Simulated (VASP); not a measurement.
A run of VASP 6.6.1 is set up as follows.

Contents of INCAR:

```
PREC     = Accurate       # precision mode
ENCUT    = 520            # plane-wave cutoff, eV
EDIFF    = 1E-6           # SCF threshold, eV
ISMEAR   = 0              # smearing method
SIGMA    = 0.005          # smearing width, eV
LREAL    = F              # projectors in reciprocal space
LASPH    = T              # aspherical terms in the spheres
NELM     = 60             # most SCF steps
ALGO     = Normal         # electronic algorithm
ISIF     = 2              # what is computed and relaxed
LWAVE    = F              # write WAVECAR
LCHARG   = F              # write CHGCAR
GGA      = PE             # functional
IVDW     = 12             # dispersion correction
IBRION   = 2              # ionic algorithm
NSW      = 100            # ionic steps
EDIFFG   = -0.01          # ionic threshold
ISYM     = 0
```

File KPOINTS:

```
regular mesh
0
Gamma
  1 1 1
```

File POSCAR:

```
H3CF
1.0
   14.0000000000      0.0000000000      0.0000000000
    0.0000000000     14.5000000000      0.0000000000
    0.0000000000      0.0000000000     15.0000000000
C F H
1 1 3
Direct
    0.4729355591      0.4884099984      0.4849209232
    0.5680234959      0.4751729761      0.4740433952
    0.4526781095      0.4781618056      0.5562910837
    0.4536048270      0.5612090811      0.4631997577
    0.4319765041      0.4387909189      0.4437089163
```

Potentials or basis: VASP PAW PBE potentials, release 64 (C, F, H).

Run with:

```sh
$ cat potpaw_PBE.64/C/POTCAR potpaw_PBE.64/F/POTCAR potpaw_PBE.64/H/POTCAR > POTCAR
$ mpirun -np 1 vasp_gam > vasp.out
```

Q: Predict the gap between the frontier levels.

A: 7.57 eV.

Q: What does it give for the dispersion energy per atom?

A: -0.007 eV.

Q: Estimate the energy gained by relaxing.

A: 13.5 meV/atom.

Step by step:
| step | energy change (eV) | largest force (eV/Å) | pressure (GPa) |
| --- | --- | --- | --- |
| 1 | 0.0000 | 2.3205 | 0.00 |
| 2 | 0.2190 | 4.2419 | 0.00 |
| 3 | -0.0653 | 0.1902 | -0.02 |
| 4 | -0.0653 | 0.2069 | -0.01 |
| 5 | -0.0669 | 0.0909 | 0.00 |
| 6 | -0.0669 | 0.0863 | 0.00 |
| 7 | -0.0673 | 0.1004 | 0.00 |
| 8 | -0.0673 | 0.0852 | 0.00 |
| 9 | -0.0675 | 0.0188 | -0.01 |
| 10 | -0.0675 | 0.0150 | -0.01 |
| 11 | -0.0675 | 0.0105 | -0.01 |
| 12 | -0.0676 | 0.0142 | -0.01 |
| 13 | -0.0676 | 0.0046 | -0.01 |
